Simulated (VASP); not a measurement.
A run of VASP 6.6.1 is set up as follows.

INCAR

```
SYSTEM = Si11N12
ALGO = Normal
EDIFF = 1E-7
ENCUT = 520
GGA = PE
ISIF = 2
ISMEAR = 0
LASPH = .TRUE.
LCHARG = .TRUE.
LELF = .TRUE.
LREAL = Auto
LVHAR = .TRUE.
LWAVE = .FALSE.
NBANDS = 69
NELM = 60
PREC = Accurate
SIGMA = 0.02
```

The input KPOINTS:

```
k-points
0
G
  4 4 4
  0 0 0
```

POSCAR

```
Si11N12
1.0
    6.2732720000     -0.3008970000      0.0849020000
   -0.3206050000      6.8184390000      0.2902430000
    0.0733970000      0.2907770000      6.5237230000
Si N
11 12
Direct
    0.7245989118      0.5884156902      0.3914314591
    0.9895139120      0.0439332093      0.6104350696
    0.5533115513      0.1514909877      0.2328472606
    0.6419143491      0.4747411457      0.9738609180
    0.4702206944      0.0703092054      0.6322078094
    0.1488853997      0.7339024352      0.9737518226
    0.7282396603      0.8755347244      0.9895041232
    0.5146614822      0.6534186582      0.7001699867
    0.2193794725      0.3235862636      0.8855005013
    0.1378139702      0.8867782716      0.3236366312
    0.9228513221      0.3190078379      0.0889377551
    0.4357380835      0.2827666775      0.0395337217
    0.2508863919      0.5748248938      0.7959497569
    0.7012788657      0.3194142885      0.3932279390
    0.4035189744      0.9761153226      0.3954558403
    0.2349036297      0.1827650897      0.6779923582
    0.9494146620      0.8607127976      0.8265102126
    0.5175089075      0.8842693183      0.8138845838
    0.0664391955      0.5437000659      0.1828742356
    0.6384588159      0.6628150357      0.1470825272
    0.0101136417      0.6391698522      0.3687620944
    0.7836581960      0.0695552490      0.1349611809
    0.7373340775      0.1864930172      0.5841848199
```

Potentials or basis: VASP PAW PBE potentials, release 64 (Si, N).

The run is started by

```sh
$ cat potpaw_PBE.64/Si/POTCAR potpaw_PBE.64/N/POTCAR > POTCAR
$ mpirun -np 1 vasp_std > vasp.out
```

Q: Predict the pressure.

A: -0.2 GPa.

Q: Predict the band gap on the k mesh.

A: 1.46 eV (least direct gap 1.54 eV).

Q: Predict the largest force.

A: 0.065 eV/Å.

Forces in eV/Å, atoms in the order of the input:
```
Si  -0.018 -0.010 -0.025
Si  -0.005 -0.002  0.006
Si  -0.019  0.016  0.019
Si  -0.005 -0.026 -0.002
Si   0.014  0.014  0.009
Si   0.013  0.011 -0.028
Si   0.005  0.015 -0.002
Si   0.009 -0.008  0.025
Si   0.013 -0.016  0.022
Si  -0.001 -0.007  0.021
Si   0.010  0.028 -0.040
N    0.017  0.008 -0.007
N   -0.004  0.015  0.006
N   -0.034  0.044 -0.034
N   -0.006  0.005  0.003
N    0.022 -0.014  0.019
N   -0.021 -0.014  0.012
N    0.003 -0.011 -0.007
N    0.005 -0.038 -0.032
N    0.037  0.004  0.001
N   -0.015  0.026  0.034
N   -0.018 -0.010 -0.024
N   -0.001 -0.028  0.025
```
